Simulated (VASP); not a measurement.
Input of a VASP 6.6.1 run:

File INCAR:

```
PREC = Accurate ; ENCUT = 600
EDIFF = 1E-6 ; ISMEAR = 0
SIGMA = 0.05 ; LREAL = F
LASPH = T ; NELM = 200
ALGO = Normal ; ISIF = 2
LWAVE = F ; LCHARG = T
ISPIN = 2 ; MAGMOM = 7.27 -0.09
LORBIT = 11 ; LMAXMIX = 6
GGA = PS ; LELF = T
LVHAR = T ; NBANDS = 22
GGA_COMPAT = F
```

Contents of KPOINTS:

```
Automatic mesh
0
Gamma
  6 6 6
```

POSCAR

```
EuO
1.0
    0.0000000000      2.5719519700      2.5719519700
    2.5719519700      0.0000000000      2.5719519700
    2.5719519700      2.5719519700      0.0000000000
Eu O
1 1
Direct
    0.5000000000      0.5000000000      0.5000000000
    0.0000000000      0.0000000000      0.0000000000
```

Potentials or basis: VASP PAW PBE potentials, release 64 (Eu, O).

The run is started by

```sh
$ cat potpaw_PBE.64/Eu/POTCAR potpaw_PBE.64/O/POTCAR > POTCAR
$ mpirun -np 1 vasp_std > vasp.out
```

**Question.** Estimate the pressure.

**Answer.** -9.5 GPa.

**Question.** What does it give for the band gap on the k mesh?

**Answer.** Zero (filled and empty bands overlap).

Caveat: the cell stands under tension; the PAW data sets were made with another functional, which shifts forces and pressure a little; spin-orbit coupling is left out, which moves the levels of the heavy elements; a cell with one magnetic atom can't hold antiferromagnetic order, which such compounds often take; semilocal functionals describe open f shells poorly, which spoils levels, moments and volumes. The state reached can hang on the start; a lower one may exist.
